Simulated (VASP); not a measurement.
# H11C2NO4 in VASP: single point with PBE

Aim: the single point of H11C2NO4 with PBE.

Program: VASP 6.6.1. These are calculated values, not measurements. Logs are shortened: lines on timing, memory, paths and dates and some standing lists are left out, and cuts for length are marked.

## (1) The cell of the first run

The cell holds a disordered packing, 18 atoms: a = 5.491 Å, b = 5.491 Å, c = 5.491 Å, α = 90.00°, β = 90.00°, γ = 90.00°.

## (2) Single point, PBE

INCAR reads:

```
ALGO = Normal ; EDIFF = 1E-6
ENCUT = 1000 ; GGA = PE
GGA_COMPAT = F ; ISIF = 2
ISMEAR = -1 ; LASPH = T
LCHARG = F ; LREAL = Auto
LWAVE = F ; NBANDS = 39
NELM = 120 ; PREC = Accurate
SIGMA = 0.02
```

KPOINTS reads:

```
k-points
0
Gamma
  1 1 1
```

POSCAR reads:

```
H11C2NO4
1.0
    5.4914470000      0.0000000000      0.0000000000
    0.0000000000      5.4914470000      0.0000000000
    0.0000000000      0.0000000000      5.4914470000
O H C N
4 11 2 1
Direct
    0.5042568926      0.4459480352      0.5798471696
    0.8064905297      0.5057865441      1.0481754627
    0.1005563743      0.2136049023      0.7506764610
    0.8807150465      0.8023204084      0.5620376560
    0.6061243967      0.5824694293      0.5555912677
    0.5884787744      0.3007404059      0.5194077262
    0.6981948474      0.4893974211      0.9070651142
    0.7605827754      0.3575924524      1.1481309025
    0.2343462479      0.3338464343      0.7275131673
   -0.0057361930      0.2936202425      0.8633607863
    0.9181915076      0.9687974772      0.6103855687
    0.9132019302      0.8052522404      0.3830138031
    0.3190598034      0.6035931877      0.0899944951
    0.0997551283      0.8358088497      0.0115088063
    0.3818847746      0.7949817234     -0.1715212766
    0.2964610238      0.7893547912      0.0117819584
    0.4522123222      0.9521898327      0.1352466845
    0.5786817209      1.0987814323      0.2192500447
```

Potentials or basis: VASP PAW PBE potentials, release 64 (O_h, H_h, C_h, N_h).

Launch:

```
> cat potpaw_PBE.64/O_h/POTCAR potpaw_PBE.64/H_h/POTCAR potpaw_PBE.64/C_h/POTCAR potpaw_PBE.64/N_h/POTCAR > POTCAR
> mpirun -np 1 vasp_gam > vasp.out
```

OUTCAR:

```text
EDIFF = 1E-6
   ENCUT = 1000
   GGA = PE
   ISIF = 2
   ISMEAR = -1
   LASPH = T
   LREAL = Auto
   NELM = 120
   PREC = Accurate

 ion  position               nearest neighbor table
   1  0.504  0.446  0.580-   5 0.94   6 0.98
   2  0.806  0.506  0.048-   7 0.98   8 1.01
   3  0.101  0.214  0.751-  10 0.96   9 1.00
   4  0.881  0.802  0.562-  11 0.97  12 1.00
   5  0.606  0.582  0.556-   1 0.94
   6  0.588  0.301  0.519-   1 0.98
   7  0.698  0.489  0.907-   2 0.98
   8  0.761  0.358  0.148-   2 1.01
   9  0.234  0.334  0.728-   3 1.00
  10  0.994  0.294  0.863-   3 0.96
  11  0.918  0.969  0.610-   4 0.97
  12  0.913  0.805  0.383-   4 1.00
  13  0.319  0.604  0.090-  16 1.11
  14  0.100  0.836  0.012-  16 1.11
  15  0.382  0.795  0.828-  16 1.11
  16  0.296  0.789  0.012-  14 1.11  15 1.11  13 1.11  17 1.41
  17  0.452  0.952  0.135-  18 1.16  16 1.41
  18  0.579  0.099  0.219-  17 1.16

  LATTYP: Found a simple cubic cell.
 ALAT       =     5.4914470000

  Lattice vectors:

 A1 = (   5.4914470000,   0.0000000000,   0.0000000000)
 A2 = (   0.0000000000,   5.4914470000,   0.0000000000)
 A3 = (   0.0000000000,   0.0000000000,   5.4914470000)

Analysis of symmetry for initial positions (statically):
=====================================================================
 Subroutine PRICEL returns:
 Original cell was already a primitive cell.

 Routine SETGRP: Setting up the symmetry group for a
 simple cubic supercell.

 Subroutine GETGRP returns: Found  1 space group operations
 (whereof  1 operations were pure point group operations)
 out of a pool of 48 trial point group operations.

The static configuration has the point symmetry C_1 .

Analysis of symmetry for dynamics (positions and initial velocities):
=====================================================================
 Subroutine PRICEL returns:
 Original cell was already a primitive cell.

 Routine SETGRP: Setting up the symmetry group for a
 simple cubic supercell.

 Subroutine GETGRP returns: Found  1 space group operations
 (whereof  1 operations were pure point group operations)
 out of a pool of 48 trial point group operations.

The dynamic configuration has the point symmetry C_1 .

 Subroutine INISYM returns: Found  1 space group operations
 (whereof  1 operations are pure point group operations),
 and found     1 'primitive' translations

----------------------------------------------------------------------------------------

                                     Primitive cell

  volume of cell :     165.6000

  direct lattice vectors                    reciprocal lattice vectors
     5.491447000  0.000000000  0.000000000     0.182101366  0.000000000  0.000000000
     0.000000000  5.491447000  0.000000000     0.000000000  0.182101366  0.000000000
     0.000000000  0.000000000  5.491447000     0.000000000  0.000000000  0.182101366

  length of vectors
     5.491447000  5.491447000  5.491447000     0.182101366  0.182101366  0.182101366

  position of ions in fractional coordinates (direct lattice)
     0.504256893  0.445948035  0.579847170
     0.806490530  0.505786544  0.048175463
     0.100556374  0.213604902  0.750676461
     0.880715047  0.802320408  0.562037656
     0.606124397  0.582469429  0.555591268
     0.588478774  0.300740406  0.519407726
     0.698194847  0.489397421  0.907065114
     0.760582775  0.357592452  0.148130903
     0.234346248  0.333846434  0.727513167
     0.994263807  0.293620242  0.863360786
     0.918191508  0.968797477  0.610385569
     0.913201930  0.805252240  0.383013803
     0.319059803  0.603593188  0.089994495
     0.099755128  0.835808850  0.011508806
     0.381884775  0.794981723  0.828478723
     0.296461024  0.789354791  0.011781958
     0.452212322  0.952189833  0.135246684
     0.578681721  0.098781432  0.219250045

  ion indices of the primitive-cell ions
   primitive index   ion index
                 1           1
                 2           2
                 3           3
                 4           4
                 5           5
                 6           6
                 7           7
                 8           8
                 9           9
                10          10
                11          11
                12          12
                13          13
                14          14
                15          15
                16          16
                17          17
                18          18

----------------------------------------------------------------------------------------

 KPOINTS: k-points

Automatic generation of k-mesh.
 Grid dimensions read from file:
 generate k-points for:    1    1    1

 Generating k-lattice:

  Cartesian coordinates                     Fractional coordinates (reciprocal lattice)
     0.182101366  0.000000000  0.000000000     1.000000000  0.000000000  0.000000000
     0.000000000  0.182101366  0.000000000     0.000000000  1.000000000  0.000000000
     0.000000000  0.000000000  0.182101366     0.000000000  0.000000000  1.000000000

  Length of vectors
     0.182101366  0.182101366  0.182101366

  Shift w.r.t. Gamma in fractional coordinates (k-lattice)
     0.000000000  0.000000000  0.000000000

 Subroutine IBZKPT returns following result:
 ===========================================

 Found      1 irreducible k-points:

 Following reciprocal coordinates:
            Coordinates               Weight
  0.000000  0.000000  0.000000      1.000000
   k-points           NKPTS =      1   k-points in BZ     NKDIM =      1   number of bands    NBANDS=     39
   number of dos      NEDOS =    301   number of ions     NIONS =     18
   total plane-waves  NPLWV = 216000
   dimension x,y,z NGX =    60 NGY =   60 NGZ =   60
   dimension x,y,z NGXF=   120 NGYF=  120 NGZF=  120
   ions per type =               4  11   2   1
   NGX,Y,Z   is equivalent  to a cutoff of  18.16, 18.16, 18.16 a.u.
   NGXF,Y,Z  is equivalent  to a cutoff of  36.33, 36.33, 36.33 a.u.
 SYSTEM =  unknown system
   PREC   = accura    normal or accurate (medium, high low for compatibility)
   ISTART =      0    job   : 0-new  1-cont  2-samecut
   ICHARG =      2    charge: 1-file 2-atom 10-const
   ISPIN  =      1    spin polarized calculation?
   LNONCOLLINEAR =      F non collinear calculations
   LSORBIT =      F    spin-orbit coupling
   LASPH  =      T    aspherical Exc in radial PAW
   ENCUT  = 1000.0 eV  73.50 Ry    8.57 a.u.  14.16 14.16 14.16*2*pi/ulx,y,z
   NELM   =    120;   NELMIN=  2; NELMDL= -5     # of ELM steps
   EDIFF  = 0.1E-05   stopping-criterion for ELM
   LREAL  =      T    real-space projection
   EDIFFG = 0.1E-04   stopping-criterion for IOM
   NSW    =      0    number of steps for IOM
   IBRION =     -1    ionic relax: 0-MD 1-quasi-New 2-CG
   NFREE  =      0    steps in history (QN), initial steepest desc. (CG)
   ISIF   =      2    stress and relaxation
   ISYM   =      2    0-nonsym 1-usesym 2-fastsym
   POTIM  = 0.5000    time-step for ionic-motion
   TEBEG  =    0.0;   TEEND  =   0.0 temperature during run
   PSTRESS=    0.0 pullay stress
   NELECT =      48.0000    total number of electrons
   NUPDOWN=      -1.0000    fix difference up-down
   EMIN   =  10.00;   EMAX   =-10.00  energy-range for DOS
   EFERMI =   0.00;   METHOD = LEGACY
   ISMEAR =    -1;   SIGMA  =   0.02  broadening in eV -4-tet -1-fermi 0-gaus
   EFERMI_NEDOS =   21; number of points for ismear=-14 and -15
   IALGO  =     38    algorithm
   IMIX   =      4    mixing-type and parameters
     AMIX     =   0.40;   BMIX     =  1.00
     AMIX_MAG =   1.60;   BMIX_MAG =  1.00
  volume/ion in A,a.u.               =       9.20        62.08
  Fermi-wavevector in a.u.,A,eV,Ry     =   1.083432  2.047390 15.970866  1.173826
  Thomas-Fermi vector in A             =   2.219498
   LORBIT       =      0    0 simple, 1 ext, 2 COOP (PROOUT), +10 PAW based schemes
   GGA     = PE    functional components
   LHFCALC =     F    Hartree Fock is set to
   AEXX    =    0.0000 exact exchange contribution
   IVDW    =     0    specifies the selected vdW correction
   LEPSILON=     F    determine dielectric tensor
   LRPA    =     F    only Hartree local field effects (RPA)
 non-spin polarized calculation
  energy-cutoff  :     1000.00
  volume of cell :      165.60
 maximum number of plane-waves:      5919
 NGX is ok and might be reduce to    60
   NGX = 29   NGY = 29   NGZ = 29

 number of electron      48.0000000 magnetization

 Free energy of the ion-electron system (eV)
  ---------------------------------------------------
  ext. energy  EPLUGINS =         0.00000000
  ---------------------------------------------------
  free energy    TOTEN  =       -95.27941714 eV

  energy without entropy =      -95.27941714  energy(sigma->0) =      -95.27941714

 E-fermi :  -2.1050     XC(G=0):  -7.5260

 val. band max:       -2.6421345058   @ k =   0.0000   0.0000   0.0000
 cond. band min:       2.6360221632   @ k =   0.0000   0.0000   0.0000
 fundamental gap:      5.2781566690
 Fermi energy:        -2.1049678869

 k-point     1 :       0.0000    0.0000    0.0000
  band No.  band energies     occupation
      1     -21.4186      2.00000
      2     -20.8334      2.00000
      3     -20.6116      2.00000
      4     -20.3306      2.00000
      5     -18.9874      2.00000
      6     -15.1246      2.00000
      7      -9.5459      2.00000
      8      -8.7084      2.00000
      9      -8.6182      2.00000
     10      -8.2740      2.00000
     11      -8.1409      2.00000
     12      -7.1907      2.00000
     13      -6.8858      2.00000
     14      -6.1444      2.00000
     15      -5.6818      2.00000
     16      -5.5349      2.00000
     17      -4.7784      2.00000
     18      -4.4407      2.00000
     19      -4.2309      2.00000
     20      -4.0933      2.00000
     21      -3.2996      2.00000
     22      -3.0725      2.00000
     23      -2.7140      2.00000
     24      -2.6421      2.00000
     25       2.6360      0.00000
     26       3.4953      0.00000
     27       3.6240      0.00000
     28       5.8192      0.00000
     29       6.0695      0.00000
     30       6.8316      0.00000
     31       7.3149      0.00000
     32       7.8141      0.00000
     33       8.2278      0.00000
     34       8.6537      0.00000
     35       8.9613      0.00000
     36       9.3737      0.00000
 [bands above 36 left out]

------------------------ aborting loop because EDIFF is reached ----------------------------------------

  FORCE on cell =-STRESS in cart. coord.  units (eV):
  Direction    XX          YY          ZZ          XY          YZ          ZX
  --------------------------------------------------------------------------------------
  -------------------------------------------------------------------------------------
  Total        1.0129746      2.1155340      1.6177303      0.3242477      1.5036310     -0.0895842
  in kB        9.8005113     20.4677551     15.6515126      3.1370907     14.5476035     -0.8667251
  external PRESSURE =      15.3065930 kB  Pullay stress =       0.0000000 kB

 VOLUME and BASIS-vectors are now :
 -----------------------------------------------------------------------------
  energy-cutoff  :     1000.00
  volume of cell :      165.60
      direct lattice vectors                 reciprocal lattice vectors
     5.491447000  0.000000000  0.000000000     0.182101366  0.000000000  0.000000000
     0.000000000  5.491447000  0.000000000     0.000000000  0.182101366  0.000000000
     0.000000000  0.000000000  5.491447000     0.000000000  0.000000000  0.182101366

 POSITION                                       TOTAL-FORCE (eV/Angst)
 -----------------------------------------------------------------------------------
      2.76910      2.44890      3.18420        -1.105432     -1.402987      0.778462
      4.42880      2.77750      0.26455        -0.053662     -0.998051      0.514512
      0.55220      1.17300      4.12230         0.961225      0.015233     -0.553820
      4.83640      4.40590      3.08640         0.020340     -0.376052     -1.355889
      3.32850      3.19860      3.05100         1.383863      1.423319     -0.373313
      3.23160      1.65150      2.85230        -0.128436      0.265025     -0.300939
      3.83410      2.68750      4.98110         0.008599      0.119025      0.035913
      4.17670      1.96370      0.81345         0.022794      0.935403     -0.563717
      1.28690      1.83330      3.99510        -0.506584     -0.535083     -0.373674
      5.45995      1.61240      4.74110        -0.567648      0.735500      0.755308
      5.04220      5.32010      3.35190         0.405624      0.316340      0.210127
      5.01480      4.42200      2.10330        -0.336459     -0.167645      1.135349
      1.75210      3.31460      0.49420        -0.008981      0.127996     -0.159568
      0.54780      4.58980      0.06320         0.550786      0.124166     -0.147781
      2.09710      4.36560      4.54955        -0.898991     -0.306368     -0.096277
      1.62800      4.33470      0.06470         0.328691     -0.742718     -0.142814
      2.48330      5.22890      0.74270        -0.483133      0.412516      0.324735
      3.17780      0.54245      1.20400         0.407403      0.054381      0.313386
 -----------------------------------------------------------------------------------
    total drift:                               -0.001669      0.002027      0.000655

  FREE ENERGIE OF THE ION-ELECTRON SYSTEM (eV)
  ---------------------------------------------------
  free  energy   TOTEN  =       -95.2794171397 eV

  energy  without entropy=      -95.2794171397  energy(sigma->0) =      -95.27941714
```

Run time: 34 s. Hardware: 1 thread of Intel Xeon Platinum 8375C at 2.90GHz (Ice Lake), shared host; peak memory 0.45 GiB.

What came out:

| Property | Result |
| --- | --- |
| Free energy | -95.2794 eV |
| Pressure | 1.5 GPa |
| Largest force | 2.020 eV/Å |

Forces on the atoms (eV/Å):
```
O   -1.105 -1.403  0.778
O   -0.054 -0.998  0.515
O    0.961  0.015 -0.554
O    0.020 -0.376 -1.356
H    1.384  1.423 -0.373
H   -0.128  0.265 -0.301
H    0.009  0.119  0.036
H    0.023  0.935 -0.564
H   -0.507 -0.535 -0.374
H   -0.568  0.736  0.755
H    0.406  0.316  0.210
H   -0.336 -0.168  1.135
H   -0.009  0.128 -0.160
H    0.551  0.124 -0.148
H   -0.899 -0.306 -0.096
C    0.329 -0.743 -0.143
C   -0.483  0.413  0.325
N    0.407  0.054  0.313
```

Stress tensor (GPa, compression positive):
```
 0.98  0.31 -0.09
 0.31  2.05  1.45
-0.09  1.45  1.57
```

Levels at points of the mesh, in eV from the Fermi level:
```
           k point  band 20  band 21  band 22  band 23  band 24  band 25  band 26  band 27  band 28  band 29
(0.00, 0.00, 0.00)    -1.99    -1.19    -0.97    -0.61    -0.54     4.74     5.60     5.73     7.92     8.17
```

Caveat: the k points lie up to 1.14 Å⁻¹ apart, too coarse for converged energies, forces and pressures.
